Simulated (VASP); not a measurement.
# Ti in VASP: further runs

Runs on Ti. Level: LDA. Tasks: single point, relaxation of the atoms.

Everything below comes from runs of VASP 6.6.1. Logs are shortened: lines on timing, memory, paths and dates and some standing lists are left out, and cuts for length are marked.

## Step 1: The cell of the first run

The cell holds a slab with vacuum, 3 atoms: a = 2.871 Å, b = 2.871 Å, c = 16.688 Å, α = 90.00°, β = 90.00°, γ = 60.00°.

## Step 2: Single point, LDA

Input file INCAR:

```
PREC = Accurate ; ENCUT = 400
EDIFF = 1E-6 ; ISMEAR = -1
SIGMA = 0.1 ; LREAL = False
LASPH = True ; NELM = 120
ALGO = Normal ; ISIF = 2
LWAVE = False ; LCHARG = False
LDIPOL = True ; IDIPOL = 3
DIPOL = 0.5 0.5 0.500 ; NBANDS = 25
GGA_COMPAT = False ; NELMDL = -8
```

Input file KPOINTS:

```
regular mesh
0
Gamma
  7 7 1
```

Input file POSCAR:

```
Ti
1.0
    2.8708535316      0.0000000000      0.0000000000
    1.4354267658      2.4862320889      0.0000000000
    0.0000000000      0.0000000000     16.6880841858
Ti
3
Direct
    0.0000000000      0.0000000000      0.3703979258
    0.6666666667      0.6666666667      0.5000068026
    0.3333333333      0.3333333333      0.6295952716
```

Potentials or basis: VASP PAW LDA potentials, release 64 (Ti_sv).

Run with:

```console
cat potpaw_LDA.64/Ti_sv/POTCAR > POTCAR
mpirun -np 1 vasp_std > vasp.out
```

OUTCAR:

```text
PREC = Accurate
   ENCUT = 400
   EDIFF = 1E-6
   ISMEAR = -1
   LREAL = False
   LASPH = True
   NELM = 120
   ISIF = 2
   NELMDL = -8

 ion  position               nearest neighbor table
   1  0.000  0.000  0.370-   2 2.72   2 2.72   2 2.72
   2  0.667  0.667  0.500-   3 2.72   3 2.72   3 2.72   1 2.72   1 2.72   1 2.72
   3  0.333  0.333  0.630-   2 2.72   2 2.72   2 2.72

  LATTYP: Found a hexagonal cell.
 ALAT       =     2.8708535316
 C/A-ratio  =     5.8129347256

  Lattice vectors:

 A1 = (  -1.4354267658,  -2.4862320889,   0.0000000000)
 A2 = (   2.8708535316,   0.0000000000,   0.0000000000)
 A3 = (   0.0000000000,   0.0000000000,  16.6880841858)

Analysis of symmetry for initial positions (statically):
=====================================================================
 Subroutine PRICEL returns:
 Original cell was already a primitive cell.

 Routine SETGRP: Setting up the symmetry group for a
 hexagonal supercell.

 Subroutine GETGRP returns: Found  6 space group operations
 (whereof  6 operations were pure point group operations)
 out of a pool of 24 trial point group operations.

The static configuration has the point symmetry C_3v.

Analysis of symmetry for dynamics (positions and initial velocities):
=====================================================================
 Subroutine PRICEL returns:
 Original cell was already a primitive cell.

 Routine SETGRP: Setting up the symmetry group for a
 hexagonal supercell.

 Subroutine GETGRP returns: Found  6 space group operations
 (whereof  6 operations were pure point group operations)
 out of a pool of 24 trial point group operations.

The dynamic configuration has the point symmetry C_3v.

 Subroutine INISYM returns: Found  6 space group operations
 (whereof  6 operations are pure point group operations),
 and found     1 'primitive' translations

----------------------------------------------------------------------------------------

                                     Primitive cell

  volume of cell :     119.1130

  direct lattice vectors                    reciprocal lattice vectors
     2.870853532  0.000000000  0.000000000     0.348328464 -0.201107532  0.000000000
     1.435426766  2.486232089  0.000000000     0.000000000  0.402215065  0.000000000
     0.000000000  0.000000000 16.688084186     0.000000000  0.000000000  0.059922996

  length of vectors
     2.870853532  2.870853532 16.688084186     0.402215064  0.402215065  0.059922996

  position of ions in fractional coordinates (direct lattice)
     0.000000000  0.000000000  0.370397926
[... 69 lines left out ...]
   ISIF   =      2    stress and relaxation
   ISYM   =      2    0-nonsym 1-usesym 2-fastsym
   POTIM  = 0.5000    time-step for ionic-motion
   TEBEG  =    0.0;   TEEND  =   0.0 temperature during run
   PSTRESS=    0.0 pullay stress
   NELECT =      36.0000    total number of electrons
   NUPDOWN=      -1.0000    fix difference up-down
   EMIN   =  10.00;   EMAX   =-10.00  energy-range for DOS
   EFERMI =   0.00;   METHOD = LEGACY
   ISMEAR =    -1;   SIGMA  =   0.10  broadening in eV -4-tet -1-fermi 0-gaus
   EFERMI_NEDOS =   21; number of points for ismear=-14 and -15
   IALGO  =     38    algorithm
   IMIX   =      4    mixing-type and parameters
     AMIX     =   0.40;   BMIX     =  1.00
     AMIX_MAG =   1.60;   BMIX_MAG =  1.00
  volume/ion in A,a.u.               =      39.70       267.94
  Fermi-wavevector in a.u.,A,eV,Ry     =   1.098641  2.076131 16.422406  1.207013
  Thomas-Fermi vector in A             =   2.235022
   LORBIT       =      0    0 simple, 1 ext, 2 COOP (PROOUT), +10 PAW based schemes
   GGA     = CA    functional components
   LHFCALC =     F    Hartree Fock is set to
   AEXX    =    0.0000 exact exchange contribution
   IVDW    =     0    specifies the selected vdW correction
   LEPSILON=     F    determine dielectric tensor
   LRPA    =     F    only Hartree local field effects (RPA)
 non-spin polarized calculation
  energy-cutoff  :      400.00
  volume of cell :      119.11
 maximum number of plane-waves:      2191
   NGX =  9   NGY =  9   NGZ = 55

 dipolmoment           0.000000      0.000000      0.000004 electrons x Angstroem

 number of electron      35.9999998 magnetization

 dipolmoment           0.000000      0.000000     -0.000007 electrons x Angstroem

 Free energy of the ion-electron system (eV)
  ---------------------------------------------------
  ext. energy  EPLUGINS =         0.00000000
  ---------------------------------------------------
  free energy    TOTEN  =       -23.67396209 eV

  energy without entropy =      -23.47029774  energy(sigma->0) =      -23.57212992

 E-fermi :   0.9932     XC(G=0):  -6.1653

 val. band max:        0.9095730634   @ k =   0.4286   0.1429   0.0000
 cond. band min:       1.0274974540   @ k =   0.2857   0.1429   0.0000
 fundamental gap:      0.1179243906
 Fermi energy:         0.9932319105

 k-point     1 :       0.0000    0.0000    0.0000
  band No.  band energies     occupation
      1     -55.0857      2.00000
      2     -55.0616      2.00000
      3     -54.6935      2.00000
      4     -32.0211      2.00000
      5     -31.7551      2.00000
      6     -31.3764      2.00000
[... 213 lines left out ...]
     24       3.4980      0.00000
     25       3.7980      0.00000

------------------------ aborting loop because EDIFF is reached ----------------------------------------

 vacuum level on the upper side and lower side of the slab       (xc-potential included)        -0.365        -0.365

  FORCE on cell =-STRESS in cart. coord.  units (eV):
  Direction    XX          YY          ZZ          XY          YZ          ZX
  --------------------------------------------------------------------------------------
  -------------------------------------------------------------------------------------
  Total       -1.6598357     -1.6598357     -0.2732063      0.0000000     -0.0000000     -0.0000000
  in kB      -22.3262869    -22.3262869     -3.6748708      0.0000000     -0.0000000     -0.0000000
  external PRESSURE =     -16.1091482 kB  Pullay stress =       0.0000000 kB

 VOLUME and BASIS-vectors are now :
 -----------------------------------------------------------------------------
  energy-cutoff  :      400.00
  volume of cell :      119.11
      direct lattice vectors                 reciprocal lattice vectors
     2.870853532  0.000000000  0.000000000     0.348328464 -0.201107532  0.000000000
     1.435426766  2.486232089  0.000000000     0.000000000  0.402215065  0.000000000
     0.000000000  0.000000000 16.688084186     0.000000000  0.000000000  0.059922996

 POSITION                                       TOTAL-FORCE (eV/Angst)
 -----------------------------------------------------------------------------------
      0.00000      0.00000      6.18123        -0.000000      0.000000     -0.011053
      2.87085      1.65749      8.34416         0.000000      0.000000     -0.001227
      1.43543      0.82874     10.50674        -0.000000      0.000000      0.012280
 -----------------------------------------------------------------------------------
    total drift:                                0.000000      0.000000     -0.000115

  FREE ENERGIE OF THE ION-ELECTRON SYSTEM (eV)
  ---------------------------------------------------
  free  energy   TOTEN  =       -23.6739620947 eV

  energy  without entropy=      -23.4702977430  energy(sigma->0) =      -23.57212992

 vacuum level on the upper side and lower side of the slab         5.387         5.387
```

OSZICAR:

```text
N       E                     dE             d eps       ncg     rms          rms(c)
DAV:   1     0.372011273859E+03    0.37201E+03   -0.18314E+04   456   0.127E+03
DAV:   2     0.235370212173E+02   -0.34847E+03   -0.34225E+03   429   0.421E+02
DAV:   3    -0.211530198317E+02   -0.44690E+02   -0.43324E+02   773   0.128E+02
[... 18 lines left out ...]
DAV:  22    -0.236738539890E+02   -0.64157E-04   -0.27787E-05   518   0.453E-02    0.778E-03
DAV:  23    -0.236739450708E+02   -0.91082E-04   -0.14456E-05   347   0.230E-02    0.394E-03
DAV:  24    -0.236739582399E+02   -0.13169E-04   -0.33723E-06   388   0.129E-02    0.132E-03
DAV:  25    -0.236739618078E+02   -0.35679E-05   -0.84917E-07   315   0.792E-03    0.421E-04
DAV:  26    -0.236739620947E+02   -0.28691E-06   -0.10614E-07   226   0.287E-03
   1 F= -.23673962E+02 E0= -.23572130E+02  d E =-.203664E+00
```

It took 56 s on 1 thread of Intel Xeon 8259CL, shared host; peak memory 0.16 GiB.

What came out:

```yaml
Free_energy: -23.6740 eV
Largest_force: 0.012 eV/Å
Band_gap_on_the_k_mesh: zero (band 18 reaches 1.61 eV, above the bottom of band 19 at 0.91 eV)
```

Forces on the atoms (eV/Å):
```
Ti   0.000  0.000 -0.011
Ti   0.000  0.000 -0.001
Ti   0.000  0.000  0.012
```

Caveat: the k points lie up to 0.36 Å⁻¹ apart.

## Step 3: Relaxation of the atoms, LDA

Input file INCAR:

```
SYSTEM = Ti
PREC = Accurate ; ENCUT = 450
EDIFF = 1E-7 ; ISMEAR = -1
SIGMA = 0.1 ; LREAL = .FALSE.
LASPH = .TRUE. ; NELM = 120
ALGO = Normal ; ISIF = 2
LWAVE = .FALSE. ; LCHARG = .FALSE.
LDIPOL = .TRUE. ; IDIPOL = 3
DIPOL = 0.5 0.5 0.500 ; IBRION = 2
NSW = 50 ; EDIFFG = -0.03
GGA_COMPAT = .FALSE. ; NELMIN = 4
NELMDL = -8
```

Input file KPOINTS:

```
regular mesh
0
G
  7 7 1
  0 0 0
```

Input file POSCAR:

```
Ti
1.0
    2.8708535316      0.0000000000      0.0000000000
    1.4354267658      2.4862320889      0.0000000000
    0.0000000000      0.0000000000     16.6880841858
Ti
3
Direct
    0.0000000000      0.0000000000      0.3595379753
    0.6666666667      0.6666666667      0.5000000000
    0.3333333333      0.3333333333      0.6404620247
```

Potentials or basis: VASP PAW LDA potentials, release 64 (Ti_sv).

Run with:

```console
cat potpaw_LDA.64/Ti_sv/POTCAR > POTCAR
mpirun -np 1 vasp_std > vasp.out
```

Wall time 3.7 min (1 thread of Intel Xeon 8259CL, shared host); peak memory 0.17 GiB.

Results (log left out):

| Property | Result |
| --- | --- |
| Free energy | -23.6906 eV |
| Energy gained by relaxing | 44.7 meV/atom |
| Ionic steps | 6 |
| Band gap on the k mesh | zero (band 18 reaches 1.60 eV, above the bottom of band 19 at 0.91 eV) |

Step by step:
```csv
step,energy change (eV),largest force (eV/Å),pressure (GPa)
1,0.0000,0.6610,-4.09
2,-0.0395,0.5773,-3.68
3,-0.1204,0.2466,-2.30
4,-0.0293,0.8181,1.12
5,-0.1337,0.0487,-1.59
6,-0.1342,0.0008,-1.42
```

Final structure:
```
CELL_PARAMETERS angstrom
2.87085 0.00000 0.00000
1.43543 2.48623 0.00000
0.00000 0.00000 16.68808
ATOMIC_POSITIONS crystal
Ti 0.00000 0.00000 0.37045
Ti 0.66667 0.66667 0.50000
Ti 0.33333 0.33333 0.62955
```

Levels at points of the mesh, in eV from the Fermi level:
```csv
k point,band 13,band 14,band 15,band 16,band 17,band 18,band 19,band 20,band 21,band 22
"(0.00, 0.00, 0.00)",-5.61,-4.18,-3.03,-0.11,-0.09,0.61,0.61,0.82,0.82,1.08
```

Caveat: the k points lie up to 0.36 Å⁻¹ apart.
